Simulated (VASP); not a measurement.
# GaN (Fm-3m) in VASP: further runs

GaN is run at these levels: r2SCAN; tasks: single point.

Everything below comes from runs of VASP 6.6.1. Logs are shortened: lines on timing, memory, paths and dates and some standing lists are left out, and cuts for length are marked.

## Step 1: The cell of the first run

The structure is cubic, space group Fm-3m (No. 225). The conventional cell has a = 4.198 Å, b = 4.198 Å, c = 4.198 Å, α = 90.00°, β = 90.00°, γ = 90.00°. Within 2.8 Å of Ga (site symmetry m-3m) lie 6 N at 2.10 Å. Within 2.8 Å of N (site symmetry m-3m) lie 6 Ga at 2.10 Å.

## Step 2: Single point, r2SCAN

POSCAR

```
GaN
1.0
    0.0000000000      2.0990375834      2.0990375834
    2.0990375834      0.0000000000      2.0990375834
    2.0990375834      2.0990375834      0.0000000000
Ga N
1 1
Direct
    0.0000000000      0.0000000000      0.0000000000
    0.5000000000      0.5000000000      0.5000000000
```

INCAR.step1

```
SYSTEM = GaN
  PREC = Accurate
  ENCUT = 520
  ISMEAR = 0
  SIGMA = 0.01
  LREAL = .False.
  LASPH = .True.
  NELM = 100
  NBANDS = 16
  GGA = PE
  ALGO = Normal
  EDIFF = 1E-4
  LWAVE = .True.
  LCHARG = .False.
```

INCAR.step2

```
SYSTEM = GaN
  PREC = Accurate
  ENCUT = 520
  EDIFF = 1E-7
  ISMEAR = 0
  SIGMA = 0.01
  LREAL = .False.
  LASPH = .True.
  NELM = 100
  ALGO = Normal
  ISIF = 2
  LWAVE = .False.
  LCHARG = .False.
  METAGGA = R2SCAN
  LMIXTAU = .True.
  NBANDS = 16
  ISTART = 1
```

KPOINTS

```
Automatic mesh
0
Gamma
  8 8 8
  0 0 0
```

Potentials or basis: VASP PAW PBE potentials, release 64 (Ga_d, N).

Started as:

```bash
cat potpaw_PBE.64/Ga_d/POTCAR potpaw_PBE.64/N/POTCAR > POTCAR
cp INCAR.step1 INCAR
mpirun -np 1 vasp_std > vasp.out
cp INCAR.step2 INCAR
mpirun -np 1 vasp_std > vasp.out
```

OUTCAR:

```text
SYSTEM = GaN
   PREC = Accurate
   ENCUT = 520
   EDIFF = 1E-7
   ISMEAR = 0
   LREAL = .False.
   LASPH = .True.
   NELM = 100
   ISIF = 2
   METAGGA = R2SCAN
   ISTART = 1

 ion  position               nearest neighbor table
   1  0.000  0.000  0.000-   2 2.10   2 2.10   2 2.10   2 2.10   2 2.10   2 2.10
   2  0.500  0.500  0.500-   1 2.10   1 2.10   1 2.10   1 2.10   1 2.10   1 2.10

  LATTYP: Found a face centered cubic cell.
 ALAT       =     4.1980751668

  Lattice vectors:

 A1 = (   0.0000000000,   2.0990375834,   2.0990375834)
 A2 = (   2.0990375834,   0.0000000000,   2.0990375834)
 A3 = (   2.0990375834,   2.0990375834,   0.0000000000)

Analysis of symmetry for initial positions (statically):
=====================================================================
 Subroutine PRICEL returns:
 Original cell was already a primitive cell.

 Routine SETGRP: Setting up the symmetry group for a
 face centered cubic supercell.

 Subroutine GETGRP returns: Found 48 space group operations
 (whereof 48 operations were pure point group operations)
 out of a pool of 48 trial point group operations.

The static configuration has the point symmetry O_h .

Analysis of symmetry for dynamics (positions and initial velocities):
=====================================================================
 Subroutine PRICEL returns:
 Original cell was already a primitive cell.

 Routine SETGRP: Setting up the symmetry group for a
 face centered cubic supercell.

 Subroutine GETGRP returns: Found 48 space group operations
 (whereof 48 operations were pure point group operations)
 out of a pool of 48 trial point group operations.

The dynamic configuration has the point symmetry O_h .

 Subroutine INISYM returns: Found 48 space group operations
 (whereof 48 operations are pure point group operations),
 and found     1 'primitive' translations

----------------------------------------------------------------------------------------

                                     Primitive cell

  volume of cell :      18.4965

  direct lattice vectors                    reciprocal lattice vectors
     0.000000000  2.099037583  2.099037583    -0.238204406  0.238204406  0.238204406
     2.099037583  0.000000000  2.099037583     0.238204406 -0.238204406  0.238204406
     2.099037583  2.099037583  0.000000000     0.238204406  0.238204406 -0.238204406

  length of vectors
     2.968487418  2.968487418  2.968487418     0.412582133  0.412582133  0.412582133

  position of ions in fractional coordinates (direct lattice)
     0.000000000  0.000000000  0.000000000
     0.500000000  0.500000000  0.500000000

[... 79 lines left out ...]
   NSW    =      0    number of steps for IOM
   IBRION =     -1    ionic relax: 0-MD 1-quasi-New 2-CG
   NFREE  =      0    steps in history (QN), initial steepest desc. (CG)
   ISIF   =      2    stress and relaxation
   ISYM   =      2    0-nonsym 1-usesym 2-fastsym
   POTIM  = 0.5000    time-step for ionic-motion
   TEBEG  =    0.0;   TEEND  =   0.0 temperature during run
   PSTRESS=    0.0 pullay stress
   NELECT =      18.0000    total number of electrons
   NUPDOWN=      -1.0000    fix difference up-down
   EMIN   =  10.00;   EMAX   =-10.00  energy-range for DOS
   EFERMI =   0.00;   METHOD = LEGACY
   ISMEAR =     0;   SIGMA  =   0.01  broadening in eV -4-tet -1-fermi 0-gaus
   EFERMI_NEDOS =   21; number of points for ismear=-14 and -15
   IALGO  =     38    algorithm
   IMIX   =      4    mixing-type and parameters
     AMIX     =   0.40;   BMIX     =  1.00
     AMIX_MAG =   1.60;   BMIX_MAG =  1.00
  volume/ion in A,a.u.               =       9.25        62.41
  Fermi-wavevector in a.u.,A,eV,Ry     =   1.622316  3.065733 35.809299  2.631909
  Thomas-Fermi vector in A             =   2.715949
   LORBIT       =      0    0 simple, 1 ext, 2 COOP (PROOUT), +10 PAW based schemes
   METAGGA = R2SCAN    functional components
   LHFCALC =     F    Hartree Fock is set to
   AEXX    =    0.0000 exact exchange contribution
   IVDW    =     0    specifies the selected vdW correction
   LEPSILON=     F    determine dielectric tensor
   LRPA    =     F    only Hartree local field effects (RPA)
 non-spin polarized calculation
 Gauss-broadening in eV      SIGMA  =   0.01
  energy-cutoff  :      520.00
  volume of cell :       18.50
 maximum number of plane-waves:       531
 NGX is ok and might be reduce to    24
   NGX = 11   NGY = 11   NGZ = 11

 number of electron      18.0000004 magnetization

 Free energy of the ion-electron system (eV)
  ---------------------------------------------------
  ext. energy  EPLUGINS =         0.00000000
  ---------------------------------------------------
  free energy    TOTEN  =       -20.97016346 eV

  energy without entropy =      -20.97016346  energy(sigma->0) =      -20.97016346

 E-fermi :   7.9677     XC(G=0): -14.3067

 val. band max:        7.8972148828   @ k =  -0.2500   0.1250   0.0000
 cond. band min:       9.1580199609   @ k =   0.5000   0.5000   0.0000
 fundamental gap:      1.2608050781
 Fermi energy:         7.9677346854

 k-point     1 :       0.0000    0.0000    0.0000
  band No.  band energies     occupation
      1     -10.3562      2.00000
      2      -6.4596      2.00000
      3      -6.4596      2.00000
      4      -6.4596      2.00000
      5      -6.3872      2.00000
      6      -6.3872      2.00000
[... 433 lines left out ...]
      3      -6.5149      2.00000
      4      -6.4148      2.00000
      5      -6.2225      2.00000
      6      -5.1234      2.00000
[... 8 lines left out ...]
     15      28.1140      0.00000
     16      32.9689      0.00000

 [... further k-points ...]

------------------------ aborting loop because EDIFF is reached ----------------------------------------

  FORCE on cell =-STRESS in cart. coord.  units (eV):
  Direction    XX          YY          ZZ          XY          YZ          ZX
  --------------------------------------------------------------------------------------
  -------------------------------------------------------------------------------------
  Total        0.5574018      0.5574018      0.5574018     -0.0000000     -0.0000000      0.0000000
  in kB       48.2823432     48.2823432     48.2823432     -0.0000000     -0.0000000      0.0000000
  external PRESSURE =      48.2823432 kB  Pullay stress =       0.0000000 kB

 VOLUME and BASIS-vectors are now :
 -----------------------------------------------------------------------------
  energy-cutoff  :      520.00
  volume of cell :       18.50
      direct lattice vectors                 reciprocal lattice vectors
     0.000000000  2.099037583  2.099037583    -0.238204406  0.238204406  0.238204406
     2.099037583  0.000000000  2.099037583     0.238204406 -0.238204406  0.238204406
     2.099037583  2.099037583  0.000000000     0.238204406  0.238204406 -0.238204406

 POSITION                                       TOTAL-FORCE (eV/Angst)
 -----------------------------------------------------------------------------------
      0.00000      0.00000      0.00000         0.000000      0.000000      0.000000
      2.09904      2.09904      2.09904        -0.000000     -0.000000     -0.000000
 -----------------------------------------------------------------------------------
    total drift:                                0.000000     -0.000000     -0.000000

  FREE ENERGIE OF THE ION-ELECTRON SYSTEM (eV)
  ---------------------------------------------------
  free  energy   TOTEN  =       -20.9701634606 eV

  energy  without entropy=      -20.9701634606  energy(sigma->0) =      -20.97016346
```

OUTCAR.step1:

```text
SYSTEM = GaN
   PREC = Accurate
   ENCUT = 520
   ISMEAR = 0
   LREAL = .False.
   LASPH = .True.
[... 678 lines left out ...]
      0.00000      0.00000      0.00000        -0.000000      0.000000      0.000000
      2.09904      2.09904      2.09904         0.000000     -0.000000     -0.000000
 -----------------------------------------------------------------------------------
    total drift:                                0.000000     -0.000000     -0.000000

  FREE ENERGIE OF THE ION-ELECTRON SYSTEM (eV)
  ---------------------------------------------------
  free  energy   TOTEN  =       -11.1667634781 eV

  energy  without entropy=      -11.1667634781  energy(sigma->0) =      -11.16676348
```

Run time: 17 s. Hardware: 1 thread of Intel Xeon 6975P-C (Granite Rapids), shared host; peak memory 0.14 GiB.

What came out:

```yaml
Free_energy: -20.9702 eV
Pressure: 4.8 GPa
Band_gap_on_the_k_mesh: 1.26 eV, indirect (least direct gap 3.59 eV)
```

Caveat: the PAW data sets were made with another functional, which shifts forces and pressure a little. A k mesh can miss the band edges.

(Continued in part 2 of 2.)
